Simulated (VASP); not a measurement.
# Ga4SnS3 (P-3m1) in VASP: single point with PBE

Aim: the single point of Ga4SnS3 with PBE.

All numbers are computed with VASP 6.6.1; they aren't measurements. Logs are shortened: lines on timing, memory, paths and dates and some standing lists are left out, and cuts for length are marked.

**1. The cell of the first run**

Symmetry: P-3m1, No. 164, trigonal system. The conventional cell has a = 3.581 Å, b = 3.581 Å, c = 40.680 Å, α = 90.00°, β = 90.00°, γ = 120.00°. Within 3.1 Å of Ga (site symmetry 3m) lie 3 S at 2.34 Å and 1 Ga at 2.47 Å. Ga (site symmetry 3m) has 3 S at 2.35 Å and 1 Ga at 2.47 Å within 3.1 Å. Ga (site symmetry 3m) has 3 S at 2.34 Å and 1 Ga at 2.47 Å within 3.1 Å. Ga (site symmetry 3m) has 3 Sn at 3.14 Å and 6 Ga at 3.58 Å and 3 S at 4.22 Å within 4.3 Å. Sn (site symmetry 3m) has 3 Ga at 3.14 Å and 9 Sn at 3.31 to 3.58 Å within 4.1 Å. S (site symmetry 3m) has 3 Ga at 2.34 Å within 3.1 Å. S (site symmetry 3m) has 3 Ga at 2.35 Å within 3.1 Å. Within 3.1 Å of S (site symmetry 3m) lie 3 Ga at 2.34 Å.

**2. Single point, PBE (28.23 Å³/atom)**

INCAR reads:

```
PREC     = Accurate       # precision mode
ENCUT    = 520            # plane-wave cutoff, eV
EDIFF    = 1E-6           # SCF threshold, eV
ISMEAR   = 0              # smearing method
SIGMA    = 0.1            # smearing width, eV
LREAL    = Auto         
LASPH    = True           # aspherical terms in the spheres
NELM     = 60             # most SCF steps
ALGO     = Normal         # electronic algorithm
ISIF     = 2              # what is computed and relaxed
LWAVE    = False          # write WAVECAR
LCHARG   = False          # write CHGCAR
GGA      = PE             # functional
NBANDS   = 98             # bands
```

KPOINTS reads:

```
Automatic mesh
0
Gamma
  12 12 1
```

POSCAR reads:

```
Ga4SnS3
1.0
    3.5806545013      0.0000000000      0.0000000000
   -1.7903272506      3.1009377603      0.0000000000
    0.0000000000      0.0000000000     40.6795271862
Ga Sn S
8 2 6
Direct
    0.0000000000      0.0000000000      0.9696906474
    0.0000000000      0.0000000000      0.0303093526
    0.6666666667      0.3333333333      0.2924672294
    0.6666666667      0.3333333333      0.2317676458
    0.6666666667      0.3333333333      0.4101282207
    0.3333333333      0.6666666667      0.7075327706
    0.3333333333      0.6666666667      0.7682323542
    0.3333333333      0.6666666667      0.5898717793
    0.3333333333      0.6666666667      0.4682190968
    0.6666666667      0.3333333333      0.5317809032
    0.6666666667      0.3333333333      0.9424820952
    0.3333333333      0.6666666667      0.0575179048
    0.0000000000      0.0000000000      0.3197702456
    0.0000000000      0.0000000000      0.2045665707
    0.0000000000      0.0000000000      0.6802297544
    0.0000000000      0.0000000000      0.7954334293
```

Potentials or basis: VASP PAW PBE potentials, release 64 (Ga_d, Sn_d, S).

Command:

```console
$ cat potpaw_PBE.64/Ga_d/POTCAR potpaw_PBE.64/Sn_d/POTCAR potpaw_PBE.64/S/POTCAR > POTCAR
$ mpirun -np 1 vasp_std > vasp.out
```

OUTCAR:

```text
PREC = Accurate
   ENCUT = 520
   EDIFF = 1E-6
   ISMEAR = 0
   LREAL = Auto
   LASPH = True
   NELM = 60
   ISIF = 2
   GGA = PE

 ion  position               nearest neighbor table
   1  0.000  0.000  0.970-  11 2.34  11 2.34  11 2.34   2 2.47
   2  0.000  0.000  0.030-  12 2.34  12 2.34  12 2.34   1 2.47
   3  0.667  0.333  0.292-  13 2.35  13 2.35  13 2.35   4 2.47
   4  0.667  0.333  0.232-  14 2.34  14 2.34  14 2.34   3 2.47
   5  0.667  0.333  0.410-   9 3.14   9 3.14   9 3.14
   6  0.333  0.667  0.708-  15 2.35  15 2.35  15 2.35   7 2.47
   7  0.333  0.667  0.768-  16 2.34  16 2.34  16 2.34   6 2.47
   8  0.333  0.667  0.590-  10 3.14  10 3.14  10 3.14
   9  0.333  0.667  0.468-   5 3.14   5 3.14   5 3.14  10 3.31  10 3.31  10 3.31
  10  0.667  0.333  0.532-   8 3.14   8 3.14   8 3.14   9 3.31   9 3.31   9 3.31
  11  0.667  0.333  0.942-   1 2.34   1 2.34   1 2.34
  12  0.333  0.667  0.058-   2 2.34   2 2.34   2 2.34
  13  0.000  0.000  0.320-   3 2.35   3 2.35   3 2.35
  14  0.000  0.000  0.205-   4 2.34   4 2.34   4 2.34
  15  0.000  0.000  0.680-   6 2.35   6 2.35   6 2.35
  16  0.000  0.000  0.795-   7 2.34   7 2.34   7 2.34

  LATTYP: Found a hexagonal cell.
 ALAT       =     3.5806545013
 C/A-ratio  =    11.3609193994

  Lattice vectors:

 A1 = (   3.5806545013,   0.0000000000,   0.0000000000)
 A2 = (  -1.7903272506,   3.1009377603,   0.0000000000)
 A3 = (   0.0000000000,   0.0000000000,  40.6795271862)

Analysis of symmetry for initial positions (statically):
=====================================================================
 Subroutine PRICEL returns:
 Original cell was already a primitive cell.

 Routine SETGRP: Setting up the symmetry group for a
 hexagonal supercell.

 Subroutine GETGRP returns: Found 12 space group operations
 (whereof 12 operations were pure point group operations)
 out of a pool of 24 trial point group operations.

The static configuration has the point symmetry D_3d.

Analysis of symmetry for dynamics (positions and initial velocities):
=====================================================================
 Subroutine PRICEL returns:
 Original cell was already a primitive cell.

 Routine SETGRP: Setting up the symmetry group for a
 hexagonal supercell.

 Subroutine GETGRP returns: Found 12 space group operations
 (whereof 12 operations were pure point group operations)
 out of a pool of 24 trial point group operations.

The dynamic configuration has the point symmetry D_3d.

 Subroutine INISYM returns: Found 12 space group operations
 (whereof 12 operations are pure point group operations),
 and found     1 'primitive' translations

----------------------------------------------------------------------------------------

                                     Primitive cell

  volume of cell :     451.6805

  direct lattice vectors                    reciprocal lattice vectors
     3.580654501  0.000000000  0.000000000     0.279278551  0.161241546  0.000000000
    -1.790327251  3.100937760  0.000000000     0.000000000  0.322483093  0.000000000
     0.000000000  0.000000000 40.679527186     0.000000000  0.000000000  0.024582390

  length of vectors
     3.580654501  3.580654501 40.679527186     0.322483093  0.322483093  0.024582390

  position of ions in fractional coordinates (direct lattice)
     0.000000000  0.000000000  0.969690647
     0.000000000  0.000000000  0.030309353
     0.666666667  0.333333333  0.292467229
     0.666666667  0.333333333  0.231767646
     0.666666667  0.333333333  0.410128221
     0.333333333  0.666666667  0.707532771
[... 8 lines left out ...]
     0.000000000  0.000000000  0.680229754
     0.000000000  0.000000000  0.795433429

  ion indices of the primitive-cell ions
   primitive index   ion index
                 1           1
                 2           2
                 3           3
                 4           4
                 5           5
                 6           6
[... 8 lines left out ...]
                15          15
                16          16

----------------------------------------------------------------------------------------

 KPOINTS: Automatic mesh

Automatic generation of k-mesh.
 Grid dimensions read from file:
 generate k-points for:   12   12    1

 Generating k-lattice:

  Cartesian coordinates                     Fractional coordinates (reciprocal lattice)
     0.023273213  0.013436796  0.000000000     0.083333333  0.000000000  0.000000000
     0.000000000  0.026873591  0.000000000     0.000000000  0.083333333  0.000000000
     0.000000000  0.000000000  0.024582390     0.000000000  0.000000000  1.000000000

  Length of vectors
     0.026873591  0.026873591  0.024582390

  Shift w.r.t. Gamma in fractional coordinates (k-lattice)
     0.000000000  0.000000000  0.000000000

 Subroutine IBZKPT returns following result:
 ===========================================

 Found     19 irreducible k-points:

 Following reciprocal coordinates:
            Coordinates               Weight
  0.000000  0.000000  0.000000      1.000000
  0.083333  0.000000  0.000000      6.000000
  0.166667  0.000000  0.000000      6.000000
  0.250000  0.000000  0.000000      6.000000
  0.333333  0.000000  0.000000      6.000000
  0.416667 -0.000000  0.000000      6.000000
[... 11 lines left out ...]
  0.333333  0.250000  0.000000     12.000000
  0.333333  0.333333  0.000000      2.000000
   k-points           NKPTS =     19   k-points in BZ     NKDIM =     19   number of bands    NBANDS=     98
   number of dos      NEDOS =    301   number of ions     NIONS =     16
   total plane-waves  NPLWV = 250880
   dimension x,y,z NGX =    28 NGY =   28 NGZ =  320
   dimension x,y,z NGXF=    56 NGYF=   56 NGZF=  640
   ions per type =               8   2   6
   NGX,Y,Z   is equivalent  to a cutoff of  13.00, 13.00, 13.08 a.u.
   NGXF,Y,Z  is equivalent  to a cutoff of  26.00, 26.00, 26.16 a.u.
 SYSTEM =  unknown system
   PREC   = accura    normal or accurate (medium, high low for compatibility)
   ISTART =      0    job   : 0-new  1-cont  2-samecut
   ICHARG =      2    charge: 1-file 2-atom 10-const
   ISPIN  =      1    spin polarized calculation?
   LNONCOLLINEAR =      F non collinear calculations
   LSORBIT =      F    spin-orbit coupling
   LASPH  =      T    aspherical Exc in radial PAW
   ENCUT  =  520.0 eV  38.22 Ry    6.18 a.u.   6.66  6.66 75.64*2*pi/ulx,y,z
   NELM   =     60;   NELMIN=  2; NELMDL= -5     # of ELM steps
   EDIFF  = 0.1E-05   stopping-criterion for ELM
   LREAL  =      T    real-space projection
   EDIFFG = 0.1E-04   stopping-criterion for IOM
   NSW    =      0    number of steps for IOM
   IBRION =     -1    ionic relax: 0-MD 1-quasi-New 2-CG
   NFREE  =      0    steps in history (QN), initial steepest desc. (CG)
   ISIF   =      2    stress and relaxation
   ISYM   =      2    0-nonsym 1-usesym 2-fastsym
   POTIM  = 0.5000    time-step for ionic-motion
   TEBEG  =    0.0;   TEEND  =   0.0 temperature during run
   PSTRESS=    0.0 pullay stress
   NELECT =     168.0000    total number of electrons
   NUPDOWN=      -1.0000    fix difference up-down
   EMIN   =  10.00;   EMAX   =-10.00  energy-range for DOS
   EFERMI =   0.00;   METHOD = LEGACY
   ISMEAR =     0;   SIGMA  =   0.10  broadening in eV -4-tet -1-fermi 0-gaus
   EFERMI_NEDOS =   21; number of points for ismear=-14 and -15
   IALGO  =     38    algorithm
   IMIX   =      4    mixing-type and parameters
     AMIX     =   0.40;   BMIX     =  1.00
     AMIX_MAG =   1.60;   BMIX_MAG =  1.00
  volume/ion in A,a.u.               =      28.23       190.51
  Fermi-wavevector in a.u.,A,eV,Ry     =   1.177337  2.224844 18.859341  1.386122
  Thomas-Fermi vector in A             =   2.313685
   LORBIT       =      0    0 simple, 1 ext, 2 COOP (PROOUT), +10 PAW based schemes
   GGA     = PE    functional components
   LHFCALC =     F    Hartree Fock is set to
   AEXX    =    0.0000 exact exchange contribution
   IVDW    =     0    specifies the selected vdW correction
   LEPSILON=     F    determine dielectric tensor
   LRPA    =     F    only Hartree local field effects (RPA)
 non-spin polarized calculation
 Gauss-broadening in eV      SIGMA  =   0.10
  energy-cutoff  :      520.00
  volume of cell :      451.68
 maximum number of plane-waves:     12283
 NGX is ok and might be reduce to    28
   NGX = 13   NGY = 13   NGZ =151

 number of electron     167.9999995 magnetization

 Free energy of the ion-electron system (eV)
  ---------------------------------------------------
  ext. energy  EPLUGINS =         0.00000000
  ---------------------------------------------------
  free energy    TOTEN  =       -62.23475540 eV

  energy without entropy =      -62.22144577  energy(sigma->0) =      -62.22810058

 E-fermi :   3.5898     XC(G=0):  -8.2916

 val. band max:        3.5325635776   @ k =   0.4167   0.1667   0.0000
 cond. band min:       3.6250526509   @ k =   0.3333   0.0833   0.0000
 fundamental gap:      0.0924890734
 Fermi energy:         3.5897946313

 k-point     1 :       0.0000    0.0000    0.0000
  band No.  band energies     occupation
      1     -17.9637      2.00000
      2     -17.9637      2.00000
      3     -17.9620      2.00000
      4     -17.9620      2.00000
      5     -17.9412      2.00000
      6     -17.9216      2.00000
[... 88 lines left out ...]
     95       7.0111      0.00000
     96       7.1588      0.00000

 k-point     2 :       0.0833    0.0000    0.0000
  band No.  band energies     occupation
      1     -17.9676      2.00000
      2     -17.9629      2.00000
      3     -17.9600      2.00000
      4     -17.9566      2.00000
      5     -17.9349      2.00000
      6     -17.9202      2.00000
[... 1672 lines left out ...]
     95       5.5160      0.00000
     96       5.6710      0.00000

 k-point    19 :       0.3333    0.3333    0.0000
  band No.  band energies     occupation
      1     -17.9759      2.00000
      2     -17.9488      2.00000
      3     -17.9488      2.00000
      4     -17.9223      2.00000
      5     -17.9182      2.00000
      6     -17.9182      2.00000
[... 88 lines left out ...]
     95       5.2938      0.00000
     96       5.3322      0.00000
 [bands above 96 left out]

------------------------ aborting loop because EDIFF is reached ----------------------------------------

  FORCE on cell =-STRESS in cart. coord.  units (eV):
  Direction    XX          YY          ZZ          XY          YZ          ZX
  --------------------------------------------------------------------------------------
  -------------------------------------------------------------------------------------
  Total       -0.1432161     -0.1432161     -0.0900386     -0.0000000      0.0000000      0.0000000
  in kB       -0.5080087     -0.5080087     -0.3193803     -0.0000000      0.0000000      0.0000000
  external PRESSURE =      -0.4451326 kB  Pullay stress =       0.0000000 kB

 VOLUME and BASIS-vectors are now :
 -----------------------------------------------------------------------------
  energy-cutoff  :      520.00
  volume of cell :      451.68
      direct lattice vectors                 reciprocal lattice vectors
     3.580654501  0.000000000  0.000000000     0.279278551  0.161241546  0.000000000
    -1.790327251  3.100937760  0.000000000     0.000000000  0.322483093  0.000000000
     0.000000000  0.000000000 40.679527186     0.000000000  0.000000000  0.024582390

 POSITION                                       TOTAL-FORCE (eV/Angst)
 -----------------------------------------------------------------------------------
      0.00000      0.00000     39.44656        -0.000000      0.000000     -0.001447
      0.00000      0.00000      1.23297         0.000000     -0.000000      0.001447
      1.79033      1.03365     11.89743        -0.000000      0.000000     -0.004207
      1.79033      1.03365      9.42820        -0.000000      0.000000     -0.003626
      1.79033      1.03365     16.68382        -0.000000      0.000000      0.001394
     -0.00000      2.06729     28.78210         0.000000     -0.000000      0.004207
[... 8 lines left out ...]
      0.00000      0.00000     27.67142        -0.000000      0.000000     -0.008265
      0.00000      0.00000     32.35786         0.000000     -0.000000      0.000191
 -----------------------------------------------------------------------------------
    total drift:                                0.000000      0.000000     -0.000000

  FREE ENERGIE OF THE ION-ELECTRON SYSTEM (eV)
  ---------------------------------------------------
  free  energy   TOTEN  =       -62.2347553986 eV

  energy  without entropy=      -62.2214457706  energy(sigma->0) =      -62.22810058
```

Run time: 55 min. Hardware: 1 thread of Intel Xeon 8259CL, shared host; peak memory 0.87 GiB.

Results:

```yaml
Free_energy: -62.2348 eV
Pressure: 0.0 GPa
Largest_force: 0.017 eV/Å
Band_gap_on_the_k_mesh: zero (bands 84 and 85 overlap by 2.87 eV)
```

Forces on the atoms (eV/Å):
```
Ga   0.000  0.000 -0.001
Ga   0.000  0.000  0.001
Ga   0.000  0.000 -0.004
Ga   0.000  0.000 -0.004
Ga   0.000  0.000  0.001
Ga   0.000  0.000  0.004
Ga   0.000  0.000  0.004
Ga   0.000  0.000 -0.001
Sn   0.000  0.000  0.017
Sn   0.000  0.000 -0.017
S    0.000  0.000 -0.004
S    0.000  0.000  0.004
S    0.000  0.000  0.008
S    0.000  0.000  0.000
S    0.000  0.000 -0.008
S    0.000  0.000  0.000
```

Caveat: spin-orbit coupling is left out, which moves the levels of the heavy elements.

The gap in the log of VASP goes by the Fermi energy; the results here count the filled bands.